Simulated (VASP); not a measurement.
# AlAs (b) (F-43m) in VASP: a series of runs

Runs on AlAs (b). Level: PBEsol. Tasks: single point.

All numbers are computed with VASP 6.6.1; they aren't measurements. Logs are shortened: lines on timing, memory, paths and dates and some standing lists are left out, and cuts for length are marked.

## 1. The cell of the first run

Symmetry: F-43m, No. 216, cubic system. The conventional cell has a = 5.676 Å, b = 5.676 Å, c = 5.676 Å, α = 90.00°, β = 90.00°, γ = 90.00°. Within 3.2 Å of Al (site symmetry -43m) lie 4 As at 2.46 Å. As (site symmetry -43m) has 4 Al at 2.46 Å within 3.2 Å.

## 2. Single point, PBEsol

INCAR

```
SYSTEM = AlAs
ALGO = Normal
EDIFF = 1E-6
ENCUT = 500
GGA = PS
GGA_COMPAT = .False.
ISIF = 2
ISMEAR = 0
LASPH = .True.
LCHARG = .False.
LREAL = .False.
LWAVE = .False.
NBANDS = 11
NELM = 120
PREC = Accurate
SIGMA = 0.1
```

KPOINTS

```
k-points
0
Gamma
  6 6 6
  0 0 0
```

POSCAR

```
AlAs
1.0
    0.0000000000      2.8379008000      2.8379008000
    2.8379008000      0.0000000000      2.8379008000
    2.8379008000      2.8379008000      0.0000000000
Al As
1 1
Direct
    0.0000000000      0.0000000000      0.0000000000
    0.2500000000      0.2500000000      0.2500000000
```

Potentials or basis: VASP PAW PBE potentials, release 64 (Al, As).

On the command line:

```bash
> cat potpaw_PBE.64/Al/POTCAR potpaw_PBE.64/As/POTCAR > POTCAR
> mpirun -np 1 vasp_std > vasp.out
```

OUTCAR:

```text
SYSTEM = AlAs
   EDIFF = 1E-6
   ENCUT = 500
   GGA = PS
   ISIF = 2
   ISMEAR = 0
   LASPH = .True.
   LREAL = .False.
   NELM = 120
   PREC = Accurate

 ion  position               nearest neighbor table
   1  0.000  0.000  0.000-   2 2.46   2 2.46   2 2.46   2 2.46
   2  0.250  0.250  0.250-   1 2.46   1 2.46   1 2.46   1 2.46

  LATTYP: Found a face centered cubic cell.
 ALAT       =     5.6758016000

  Lattice vectors:

 A1 = (   0.0000000000,   2.8379008000,   2.8379008000)
 A2 = (   2.8379008000,   0.0000000000,   2.8379008000)
 A3 = (   2.8379008000,   2.8379008000,   0.0000000000)

Analysis of symmetry for initial positions (statically):
=====================================================================
 Subroutine PRICEL returns:
 Original cell was already a primitive cell.

 Routine SETGRP: Setting up the symmetry group for a
 face centered cubic supercell.

 Subroutine GETGRP returns: Found 24 space group operations
 (whereof 24 operations were pure point group operations)
 out of a pool of 48 trial point group operations.

The static configuration has the point symmetry T_d .

Analysis of symmetry for dynamics (positions and initial velocities):
=====================================================================
 Subroutine PRICEL returns:
 Original cell was already a primitive cell.

 Routine SETGRP: Setting up the symmetry group for a
 face centered cubic supercell.

 Subroutine GETGRP returns: Found 24 space group operations
 (whereof 24 operations were pure point group operations)
 out of a pool of 48 trial point group operations.

The dynamic configuration has the point symmetry T_d .

 Subroutine INISYM returns: Found 24 space group operations
 (whereof 24 operations are pure point group operations),
 and found     1 'primitive' translations

----------------------------------------------------------------------------------------

                                     Primitive cell

  volume of cell :      45.7111

  direct lattice vectors                    reciprocal lattice vectors
     0.000000000  2.837900800  2.837900800    -0.176186567  0.176186567  0.176186567
     2.837900800  0.000000000  2.837900800     0.176186567 -0.176186567  0.176186567
     2.837900800  2.837900800  0.000000000     0.176186567  0.176186567 -0.176186567

  length of vectors
     4.013397800  4.013397800  4.013397800     0.305164086  0.305164086  0.305164086

[... 78 lines left out ...]
   ISYM   =      2    0-nonsym 1-usesym 2-fastsym
   POTIM  = 0.5000    time-step for ionic-motion
   TEBEG  =    0.0;   TEEND  =   0.0 temperature during run
   PSTRESS=    0.0 pullay stress
   NELECT =       8.0000    total number of electrons
   NUPDOWN=      -1.0000    fix difference up-down
   EMIN   =  10.00;   EMAX   =-10.00  energy-range for DOS
   EFERMI =   0.00;   METHOD = LEGACY
   ISMEAR =     0;   SIGMA  =   0.10  broadening in eV -4-tet -1-fermi 0-gaus
   EFERMI_NEDOS =   21; number of points for ismear=-14 and -15
   IALGO  =     38    algorithm
   IMIX   =      4    mixing-type and parameters
     AMIX     =   0.40;   BMIX     =  1.00
     AMIX_MAG =   1.60;   BMIX_MAG =  1.00
  volume/ion in A,a.u.               =      22.86       154.24
  Fermi-wavevector in a.u.,A,eV,Ry     =   0.915723  1.730466 11.409155  0.838549
  Thomas-Fermi vector in A             =   2.040497
   LORBIT       =      0    0 simple, 1 ext, 2 COOP (PROOUT), +10 PAW based schemes
   GGA     = PS    functional components
   LHFCALC =     F    Hartree Fock is set to
   AEXX    =    0.0000 exact exchange contribution
   IVDW    =     0    specifies the selected vdW correction
   LEPSILON=     F    determine dielectric tensor
   LRPA    =     F    only Hartree local field effects (RPA)
 non-spin polarized calculation
 Gauss-broadening in eV      SIGMA  =   0.10
  energy-cutoff  :      500.00
  volume of cell :       45.71
 maximum number of plane-waves:      1211
 NGX is ok and might be reduce to    30
   NGX = 15   NGY = 15   NGZ = 15

 number of electron       8.0000000 magnetization

 Free energy of the ion-electron system (eV)
  ---------------------------------------------------
  ext. energy  EPLUGINS =         0.00000000
  ---------------------------------------------------
  free energy    TOTEN  =       -10.05358379 eV

  energy without entropy =      -10.05358379  energy(sigma->0) =      -10.05358379

 E-fermi :   4.2250     XC(G=0):  -9.1629

 val. band max:        3.7405636730   @ k =   0.0000   0.0000   0.0000
 cond. band min:       5.0688918960   @ k =   0.5000   0.5000   0.0000
 fundamental gap:      1.3283282230
 Fermi energy:         4.2250426025

 k-point     1 :       0.0000    0.0000    0.0000
  band No.  band energies     occupation
      1      -8.1023      2.00000
      2       3.7406      2.00000
      3       3.7406      2.00000
      4       3.7406      2.00000
      5       5.6569      0.00000
      6       7.9858      0.00000
      7       7.9858      0.00000
      8       7.9858      0.00000
      9      12.4043      0.00000
     10      12.7115      0.00000
     11      12.7115      0.00000
[... 197 lines left out ...]
 k-point    16 :      -0.3333    0.5000    0.1667
  band No.  band energies     occupation
      1      -6.1243      2.00000
      2      -1.4378      2.00000
      3       0.7974      2.00000
      4       1.0421      2.00000
      5       6.8142      0.00000
      6       7.7802      0.00000
      7      10.7660      0.00000
      8      11.4776      0.00000
      9      14.2115      0.00000
     10      15.9690      0.00000
     11      16.1784      0.00000

------------------------ aborting loop because EDIFF is reached ----------------------------------------

  FORCE on cell =-STRESS in cart. coord.  units (eV):
  Direction    XX          YY          ZZ          XY          YZ          ZX
  --------------------------------------------------------------------------------------
  -------------------------------------------------------------------------------------
  Total        0.0694594      0.0694594      0.0694594      0.0000000     -0.0000000      0.0000000
  in kB        2.4345577      2.4345577      2.4345577      0.0000000     -0.0000000      0.0000000
  external PRESSURE =       2.4345577 kB  Pullay stress =       0.0000000 kB

 VOLUME and BASIS-vectors are now :
 -----------------------------------------------------------------------------
  energy-cutoff  :      500.00
  volume of cell :       45.71
      direct lattice vectors                 reciprocal lattice vectors
     0.000000000  2.837900800  2.837900800    -0.176186567  0.176186567  0.176186567
     2.837900800  0.000000000  2.837900800     0.176186567 -0.176186567  0.176186567
     2.837900800  2.837900800  0.000000000     0.176186567  0.176186567 -0.176186567

 POSITION                                       TOTAL-FORCE (eV/Angst)
 -----------------------------------------------------------------------------------
      0.00000      0.00000      0.00000        -0.000000     -0.000000     -0.000000
      1.41895      1.41895      1.41895         0.000000      0.000000      0.000000
 -----------------------------------------------------------------------------------
    total drift:                                0.000000      0.000000     -0.000000

  FREE ENERGIE OF THE ION-ELECTRON SYSTEM (eV)
  ---------------------------------------------------
  free  energy   TOTEN  =       -10.0535837913 eV

  energy  without entropy=      -10.0535837913  energy(sigma->0) =      -10.05358379
```

stdout:

```text
POSCAR found type information on POSCAR AlAs
 POSCAR found :  2 types and       2 ions
 scaLAPACK will be used
 -----------------------------------------------------------------------------
|                                                                             |
|                                                                             |
|     You enforced a specific xc type in the INCAR file but a different       |
|     I HOPE YOU KNOW WHAT YOU ARE DOING!                                     |
|                                                                             |
 -----------------------------------------------------------------------------

 LDA part: xc-table for (Slater+PW92), standard interpolation
 POSCAR, INCAR and KPOINTS ok, starting setup
 FFT: planning ... GRIDC
 FFT: planning ... GRID_SOFT
 FFT: planning ... GRID
 WAVECAR not read
 entering main loop
```

Wall time 8.2 s (1 thread of Intel Xeon 6975P-C, shared host); peak memory 0.17 GiB.

What came out:

| Item | Value |
| --- | --- |
| Free energy | -10.0536 eV |
| Pressure | 0.2 GPa |
| Band gap on the k mesh | 1.33 eV, indirect (least direct gap 1.92 eV) |

Caveat: the PAW data sets were made with another functional, which shifts forces and pressure a little.

## 3. Single point, PBEsol

INCAR

```
ALGO     = Normal         # electronic algorithm
EDIFF    = 1E-6           # SCF threshold, eV
ENCUT    = 500            # plane-wave cutoff, eV
GGA      = PS             # functional
GGA_COMPAT= False        
ISIF     = 2              # what is computed and relaxed
ISMEAR   = 0              # smearing method
LASPH    = True           # aspherical terms in the spheres
LCHARG   = True           # write CHGCAR
LELF     = True           # ELF
LREAL    = False          # projectors in reciprocal space
LVHAR    = True         
LWAVE    = False          # write WAVECAR
NBANDS   = 11             # bands
NELM     = 120            # most SCF steps
PREC     = Accurate       # precision mode
SIGMA    = 0.02           # smearing width, eV
```

KPOINTS

```
k-points
0
Gamma
  8 8 8
```

POSCAR

```
AlAs
1.0
    0.0000000000      2.8374040884      2.8374040884
    2.8374040884      0.0000000000      2.8374040884
    2.8374040884      2.8374040884      0.0000000000
Al As
1 1
Direct
    0.0000000000      0.0000000000      0.0000000000
    0.2500000000      0.2500000000      0.2500000000
```

Potentials or basis: VASP PAW PBE potentials, release 64 (Al, As).

On the command line:

```bash
> cat potpaw_PBE.64/Al/POTCAR potpaw_PBE.64/As/POTCAR > POTCAR
> mpirun -np 1 vasp_std > vasp.out
```

Wall time 15 s (1 thread of Intel Xeon 6975P-C, shared host); peak memory 0.17 GiB.

It converged, with:

```
Free energy            : -10.0647 eV
Pressure               : 0.3 GPa
Band gap on the k mesh : 1.33 eV, indirect (least direct gap 1.92 eV)
```

Levels at points of the mesh, in eV from the valence-band top:
| k point | band 1 | band 2 | band 3 | band 4 | band 5 | band 6 | band 7 | band 8 |
| --- | --- | --- | --- | --- | --- | --- | --- | --- |
| (0.00, 0.00, 0.00) | -11.85 | 0.00 | 0.00 | 0.00 | 1.92 | 4.25 | 4.25 | 4.25 |
| (0.50, 0.00, 0.00) | -10.44 | -5.57 | -0.82 | -0.82 | 2.05 | 4.63 | 4.63 | 7.56 |
| (0.50, 0.50, 0.00) | -9.89 | -5.42 | -2.17 | -2.17 | 1.33 | 2.22 | 10.22 | 10.22 |

Caveat: the PAW data sets were made with another functional, which shifts forces and pressure a little. A k mesh can miss the band edges.
